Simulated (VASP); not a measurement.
# WC (Qusongite) (P-6m2) in VASP: further runs, part 2 of 2

VASP 6.6.1. The steps go on from the part before.

### Step 4. Density of states, PBEsol+U

This run uses another cell than the first one, of 10.38 Å³/atom, 1.042 times its volume.

File POSCAR:

```
WC
1.0
    2.9065000000      0.0000000000      0.0000000000
   -1.4532500000      2.5171028361      0.0000000000
    0.0000000000      0.0000000000      2.8366000000
W C
1 1
Direct
    0.0000000000      0.0000000000      0.0000000000
    0.6666666667      0.3333333333      0.5000000000
```

File INCAR.step1:

```
PREC = Accurate
ENCUT = 520
EDIFF = 1E-6
ISMEAR = -1
SIGMA = 0.05
LREAL = False
LASPH = True
NELM = 150
ALGO = Normal
ISIF = 2
LWAVE = False
LCHARG = True
LMAXMIX = 4
LDAU = True
LDAUTYPE = 2
LDAUL = 2 -1
LDAUU = 6 0
LDAUJ = 0 0
LDAUPRINT = 1
GGA = PS
NBANDS = 16
```

File KPOINTS.step1:

```
regular mesh
0
Gamma
  10 10 9
```

File INCAR.step2:

```
PREC = Accurate
ENCUT = 520
EDIFF = 1E-6
ISMEAR = -5
SIGMA = 0.05
LREAL = False
LASPH = True
NELM = 150
ALGO = Normal
ISIF = 2
LWAVE = False
LCHARG = False
LMAXMIX = 4
LDAU = True
LDAUTYPE = 2
LDAUL = 2 -1
LDAUU = 6 0
LDAUJ = 0 0
LDAUPRINT = 1
GGA = PS
LORBIT = 11
NEDOS = 1001
ICHARG = 11
```

File KPOINTS.step2:

```
regular mesh
0
Gamma
  15 15 14
```

Potentials or basis: VASP PAW PBE potentials, release 64 (W_sv, C).

The run is started by

```console
$ cat potpaw_PBE.64/W_sv/POTCAR potpaw_PBE.64/C/POTCAR > POTCAR
$ cp INCAR.step1 INCAR
$ cp KPOINTS.step1 KPOINTS
$ mpirun -np 1 vasp_std > vasp.out
$ cp INCAR.step2 INCAR
$ cp KPOINTS.step2 KPOINTS
$ mpirun -np 1 vasp_std > vasp.out
```

OUTCAR:

```text
PREC = Accurate
   ENCUT = 520
   EDIFF = 1E-6
   ISMEAR = -5
   LREAL = False
   LASPH = True
   NELM = 150
   ISIF = 2
   GGA = PS
   LORBIT = 11
   ICHARG = 11

 ion  position               nearest neighbor table
   1  0.000  0.000  0.000-   2 2.20   2 2.20   2 2.20   2 2.20   2 2.20   2 2.20
   2  0.667  0.333  0.500-   1 2.20   1 2.20   1 2.20   1 2.20   1 2.20   1 2.20

  LATTYP: Found a hexagonal cell.
 ALAT       =     2.9065000000
 C/A-ratio  =     0.9759504559

  Lattice vectors:

 A1 = (   2.9065000000,   0.0000000000,   0.0000000000)
 A2 = (  -1.4532500000,   2.5171028361,   0.0000000000)
 A3 = (   0.0000000000,   0.0000000000,   2.8366000000)

Analysis of symmetry for initial positions (statically):
=====================================================================
 Subroutine PRICEL returns:
 Original cell was already a primitive cell.

 Routine SETGRP: Setting up the symmetry group for a
 hexagonal supercell.

 Subroutine GETGRP returns: Found 12 space group operations
 (whereof 12 operations were pure point group operations)
 out of a pool of 24 trial point group operations.

The static configuration has the point symmetry D_3h.

Analysis of symmetry for dynamics (positions and initial velocities):
=====================================================================
 Subroutine PRICEL returns:
 Original cell was already a primitive cell.

 Routine SETGRP: Setting up the symmetry group for a
 hexagonal supercell.

 Subroutine GETGRP returns: Found 12 space group operations
 (whereof 12 operations were pure point group operations)
 out of a pool of 24 trial point group operations.

The dynamic configuration has the point symmetry D_3h.

 Subroutine INISYM returns: Found 12 space group operations
 (whereof 12 operations are pure point group operations),
 and found     1 'primitive' translations

----------------------------------------------------------------------------------------

                                     Primitive cell

  volume of cell :      20.7525

  direct lattice vectors                    reciprocal lattice vectors
     2.906500000  0.000000000  0.000000000     0.344056425  0.198641070  0.000000000
    -1.453250000  2.517102836  0.000000000     0.000000000  0.397282139  0.000000000
     0.000000000  0.000000000  2.836600000     0.000000000  0.000000000  0.352534725

  length of vectors
     2.906500000  2.906500000  2.836600000     0.397282139  0.397282139  0.352534725

  position of ions in fractional coordinates (direct lattice)
     0.000000000  0.000000000  0.000000000
     0.666666667  0.333333333  0.500000000

  ion indices of the primitive-cell ions
   primitive index   ion index
                 1           1
                 2           2

----------------------------------------------------------------------------------------

[... 98 lines left out ...]
   U (eV)           for each species LDAUU =   6.0  0.0
   J (eV)           for each species LDAUJ =   0.0  0.0
   GGA     = PS    functional components
   LHFCALC =     F    Hartree Fock is set to
   AEXX    =    0.0000 exact exchange contribution
   IVDW    =     0    specifies the selected vdW correction
   LEPSILON=     F    determine dielectric tensor
   LRPA    =     F    only Hartree local field effects (RPA)
 non-spin polarized calculation
 Fermi weights with tetrahedron method with Bloechl corrections
  energy-cutoff  :      520.00
  volume of cell :       20.75
 maximum number of plane-waves:       580
 NGX is ok and might be reduce to    24

atom =   1  type =  1  l = 2

 onsite density matrix

spin component  1

  0.3360  0.0000  0.0000  0.0000 -0.0000
  0.0000  0.3115  0.0000 -0.0000  0.0000
  0.0000  0.0000  0.3614 -0.0000  0.0000
  0.0000 -0.0000 -0.0000  0.3115  0.0000
 -0.0000  0.0000  0.0000  0.0000  0.3360

spin component  2

  0.3360  0.0000  0.0000  0.0000 -0.0000
  0.0000  0.3115  0.0000 -0.0000  0.0000
  0.0000  0.0000  0.3614 -0.0000  0.0000
  0.0000 -0.0000 -0.0000  0.3115  0.0000
 -0.0000  0.0000  0.0000  0.0000  0.3360

 occupancies and eigenvectors

  o =  0.3115  v =  0.0000  0.0007 -0.0000  1.0000  0.0000  0.0000  0.0000  0.0000  0.0000  0.0000      0.0000  0.0000  0.0000  0.0000  0.0000  0.0000  0.0000  0.0000  0.0000  0.0000
  o =  0.3115  v =  0.0000  0.0000  0.0000  0.0000  0.0000  0.0000  0.0007 -0.0000  1.0000  0.0000      0.0000  0.0000  0.0000  0.0000  0.0000  0.0000  0.0000  0.0000  0.0000  0.0000
  o =  0.3115  v =  0.0000 -1.0000  0.0000  0.0007  0.0000  0.0000  0.0000  0.0000  0.0000  0.0000      0.0000  0.0000  0.0000  0.0000  0.0000  0.0000  0.0000  0.0000  0.0000  0.0000
  o =  0.3115  v =  0.0000  0.0000  0.0000  0.0000  0.0000  0.0000 -1.0000  0.0000  0.0007  0.0000      0.0000  0.0000  0.0000  0.0000  0.0000  0.0000  0.0000  0.0000  0.0000  0.0000
  o =  0.3360  v =  0.0000  0.0000  0.0000  0.0000  0.0000  1.0000  0.0000  0.0000  0.0000  0.0000      0.0000  0.0000  0.0000  0.0000  0.0000  0.0000  0.0000  0.0000  0.0000  0.0000
  o =  0.3360  v =  1.0000  0.0000  0.0000  0.0000  0.0000  0.0000  0.0000  0.0000  0.0000  0.0000      0.0000  0.0000  0.0000  0.0000  0.0000  0.0000  0.0000  0.0000  0.0000  0.0000
  o =  0.3360  v =  0.0000  0.0000  0.0000  0.0000  0.0000  0.0000  0.0000 -0.0000 -0.0000  1.0000      0.0000  0.0000  0.0000  0.0000  0.0000  0.0000  0.0000  0.0000  0.0000  0.0000
  o =  0.3360  v =  0.0000  0.0000 -0.0000 -0.0000  1.0000  0.0000  0.0000  0.0000  0.0000  0.0000      0.0000  0.0000  0.0000  0.0000  0.0000  0.0000  0.0000  0.0000  0.0000  0.0000
  o =  0.3614  v =  0.0000  0.0000  1.0000  0.0000  0.0000  0.0000  0.0000  0.0000  0.0000  0.0000      0.0000  0.0000  0.0000  0.0000  0.0000  0.0000  0.0000  0.0000  0.0000  0.0000
  o =  0.3614  v =  0.0000  0.0000  0.0000  0.0000  0.0000  0.0000  0.0000  1.0000  0.0000  0.0000      0.0000  0.0000  0.0000  0.0000  0.0000  0.0000  0.0000  0.0000  0.0000  0.0000

 number of electron      18.0000000 magnetization

 Free energy of the ion-electron system (eV)
  ---------------------------------------------------
  ext. energy  EPLUGINS =         0.00000000
  ---------------------------------------------------
  free energy    TOTEN  =       -17.17740146 eV

  energy without entropy =      -17.17740146  energy(sigma->0) =      -17.17740146

 E-fermi :  11.3883     XC(G=0): -13.9420

 val. band max:       11.3969675618   @ k =   0.0000   0.0000   0.1429
 cond. band min:      11.3960322475   @ k =   0.0667   0.0000   0.3571
 fundamental gap:     -0.0009353143
 Fermi energy:        11.3882689121

 k-point     1 :       0.0000    0.0000    0.0000
  band No.  band energies     occupation
      1     -63.4252      2.00000
      2     -27.3730      2.00000
      3     -27.2686      2.00000
      4     -27.2686      2.00000
      5      -3.3560      2.00000
      6       7.0595      2.00000
      7       8.1253      2.00000
      8       8.1253      2.00000
      9      11.2775      2.00000
     10      14.9685      0.00000
     11      14.9685      0.00000
     12      16.9862      0.00000
     13      16.9862      0.00000
[... 354 lines left out ...]
  band No.  band energies     occupation
      1     -63.3631      2.00000
      2     -27.9757      2.00000
      3     -27.6335      2.00000
      4     -27.2557      2.00000
      5       0.6371      2.00000
      6       4.3542      2.00000
      7       7.1466      2.00000
      8       8.0097      2.00000
      9      11.3755      1.63946
     10      12.7489      0.00000
     11      14.3108      0.00000
     12      15.4973      0.00000
     13      20.0234      0.00000

 [... further k-points ...]
[... 5 lines left out ...]
  --------------------------------------------------------------------------------------
  -------------------------------------------------------------------------------------
  Total        1.4759158      1.4759158      1.5163559     -0.0000000     -0.0000000     -0.0000000
  in kB      113.9469667    113.9469667    117.0691156     -0.0000000     -0.0000000     -0.0000000
  external PRESSURE =     114.9876830 kB  Pullay stress =       0.0000000 kB

 VOLUME and BASIS-vectors are now :
 -----------------------------------------------------------------------------
  energy-cutoff  :      520.00
  volume of cell :       20.75
      direct lattice vectors                 reciprocal lattice vectors
     2.906500000  0.000000000  0.000000000     0.344056425  0.198641070  0.000000000
    -1.453250000  2.517102836  0.000000000     0.000000000  0.397282139  0.000000000
     0.000000000  0.000000000  2.836600000     0.000000000  0.000000000  0.352534725

 POSITION                                       TOTAL-FORCE (eV/Angst)
 -----------------------------------------------------------------------------------
      0.00000      0.00000      0.00000         0.000000     -0.000000      0.000000
      1.45325      0.83903      1.41830        -0.000000      0.000000      0.000000
 -----------------------------------------------------------------------------------
    total drift:                               -0.000004      0.000002      0.000000

  FREE ENERGIE OF THE ION-ELECTRON SYSTEM (eV)
  ---------------------------------------------------
  free  energy   TOTEN  =       -17.1774014607 eV

  energy  without entropy=      -17.1774014607  energy(sigma->0) =      -17.17740146

 total charge

# of ion       s       p       d       tot
------------------------------------------
    1        2.369   6.456   3.252  12.076
    2        0.849   1.597   0.000   2.445
--------------------------------------------------
tot          3.217   8.052   3.252  14.522
```

It took 34 s on 1 thread of AMD EPYC 9R45 (Zen 5), shared host; peak memory 0.16 GiB.

The run converged, but its numbers aren't listed here, since they failed a check.

Caveat: the PAW data sets were made with another functional, which shifts forces and pressure a little; spin-orbit coupling is left out, which moves the levels of the heavy elements; U without spin polarisation on a metal has little footing; the U is typed as a test and isn't derived for this compound; tetrahedron occupations give inexact forces and stress in metals.
